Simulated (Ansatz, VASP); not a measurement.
This is a calculation of Ge for VASP 6.6.1.

Contents of INCAR:

```
ALGO = Normal
EDIFF = 1E-6
ENCUT = 520
GGA = PE
ISIF = 2
ISMEAR = -1
LASPH = T
LCHARG = T
LELF = T
LREAL = F
LVHAR = T
LWAVE = F
NBANDS = 21
NELM = 60
PREC = Accurate
SIGMA = 0.05
```

File KPOINTS:

```
k-points
0
Gamma
  8 8 8
```

Contents of POSCAR:

```
Ge
1.0
    0.0000000000      2.8289100000      2.8289100000
    2.8289100000      0.0000000000      2.8289100000
    2.8289100000      2.8289100000      0.0000000000
Ge
2
Direct
    0.7609660000      0.7332560000      0.7533390000
    0.4934450000      0.4893950000      0.5101500000
```

Potentials or basis: VASP PAW PBE potentials, release 64 (Ge_d).

Run with:

```console
$ cat potpaw_PBE.64/Ge_d/POTCAR > POTCAR
$ mpirun -np 1 vasp_std > vasp.out
```

Question: Set up the same calculation for Ansatz 0.2.0. Potentials there: all-electron LAPW, scalar-relativistic.

Answer: As run (the cutoff follows the program's own potentials):

The input input.yaml:

```yaml
crystal:
  lattice:
    - [0.0, 2.82891, 2.82891]
    - [2.82891, 0.0, 2.82891]
    - [2.82891, 2.82891, 0.0]
  atoms:
    - { symbol: Ge, position: [0.760966, 0.733256, 0.753339] }
    - { symbol: Ge, position: [0.493445, 0.489395, 0.51015] }
kpoints:
  mp_grid: { grid: [8, 8, 8] }
scf:
  occupations: { method: fermi_dirac, width: 0.05 }
hamiltonian:
  xc: pbe
  pseudopotentials: { kind: all_electron, lapw: { basis_error: 0.001 } }
output:
  forces: true
  stress: true
  eigenvalues: true
  populations: true
```

Potentials or basis: all-electron LAPW, scalar-relativistic.

Run with:

```console
$ ansatz run input.yaml --threads 1 --pin off --max-ram 2560MiB --backend cpu --events-out ev --progress --plain --runs-dir out
```

Both were run:

|  | VASP | Ansatz | Ansatz less VASP |
| --- | --- | --- | --- |
| gap on the k mesh at the Fermi level (eV) | none | none | - |
| pressure (GPa) | 3.7 | 3.8 | +0.08 |
| traceless stress, the component that is largest in VASP (GPa) | 1.28 | 1.28 | +0.006 |
| rms of the force components (eV/Å) | 0.409 | 0.409 | +0.0003 |

Atom by atom the forces differ by 0.000 eV/Å (rms over components). A gap of «none» marks a metal or a gap that the smearing closes. Ansatz ran all-electron here, and VASP with PAW potentials.
